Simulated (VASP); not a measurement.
Input of a VASP 6.6.1 run:

INCAR

```
SYSTEM = Cu3N
  PREC = Accurate
  ENCUT = 600
  EDIFF = 1E-6
  ISMEAR = 0
  SIGMA = 0.01
  LREAL = .False.
  LASPH = .True.
  NELM = 120
  ALGO = Normal
  ISIF = 2
  LWAVE = .False.
  LCHARG = .True.
  GGA = PE
  LELF = .True.
  LVHAR = .True.
  NBANDS = 27
  GGA_COMPAT = .False.
```

The input KPOINTS:

```
regular mesh
0
Gamma
  10 10 10
  0 0 0
```

The input POSCAR:

```
Cu3N
1.0
    3.7964193176      0.0000000000      0.0000000000
    0.0000000000      3.7964193176      0.0000000000
    0.0000000000      0.0000000000      3.7964193176
Cu N
3 1
Direct
    0.5000000000      0.0000000000      0.0000000000
    0.0000000000      0.5000000000      0.0000000000
    0.0000000000      0.0000000000      0.5000000000
    0.0000000000      0.0000000000      0.0000000000
```

Potentials or basis: VASP PAW PBE potentials, release 64 (Cu, N).

Run with:

```bash
$ cat potpaw_PBE.64/Cu/POTCAR potpaw_PBE.64/N/POTCAR > POTCAR
$ mpirun -np 1 vasp_std > vasp.out
```

Question: Predict the band gap on the k mesh.

Answer: 0.17 eV (least direct gap 0.71 eV).

Question: What does it give for the pressure?

Answer: 3.8 GPa.

Caveat: the cell stands under pressure; semilocal functionals underestimate gaps, and a narrow one can read as zero. A k mesh can miss the band edges.
